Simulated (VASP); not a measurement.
Zr:

```
Zr
1.0
     3.23200    0.00000    0.00000
    -1.61600    2.79899    0.00000
     0.00000    0.00000    5.14700
Zr
2
Direct
  0.33333 0.66667 0.25000
  0.66667 0.33333 0.75000
```

```yaml
Program: VASP 6.6.1
Task: relaxation of cell and atoms
Functional: LDA
Potentials_or_basis: VASP PAW LDA potentials, release 64 (Zr_sv)
Cutoff: 600 eV
k_mesh: 8 × 8 × 5
Occupations: fermi-dirac, width 0.1 eV
Spin: no spin polarisation
```

At the start: pressure -5.9 GPa; volume 23.28 Å³/atom.

**Question.** How do energy, volume and symmetry change on relaxing?

**Answer.** Over 6 steps the energy falls by 28.3 meV/atom and the volume is 21.83 Å³/atom (-6.2 %); space group P6_3/mmc (No. 194, to 0.05 Å).

The path:
| step | energy change (eV) | largest force (eV/Å) | pressure (GPa) | volume (Å³) |
| --- | --- | --- | --- | --- |
| 1 | 0.0000 | 0.0000 | -5.85 | 46.56 |
| 2 | 0.0022 | 0.0000 | 7.22 | 41.06 |
| 3 | -0.0546 | 0.0000 | -0.02 | 43.75 |
| 4 | -0.0546 | 0.0000 | 0.11 | 43.69 |
| 5 | -0.0561 | 0.0000 | 0.08 | 43.67 |
| 6 | -0.0566 | 0.0000 | 0.06 | 43.66 |

Final structure:
```yaml
crystal:
  lattice:
    - [3.14421, 0.00000, 0.00000]
    - [-1.57211, 2.72297, 0.00000]
    - [0.00000, 0.00000, 5.09945]
  atoms:
    - { symbol: Zr, position: [0.33333, 0.66667, 0.25000] }
    - { symbol: Zr, position: [0.66667, 0.33333, 0.75000] }
```
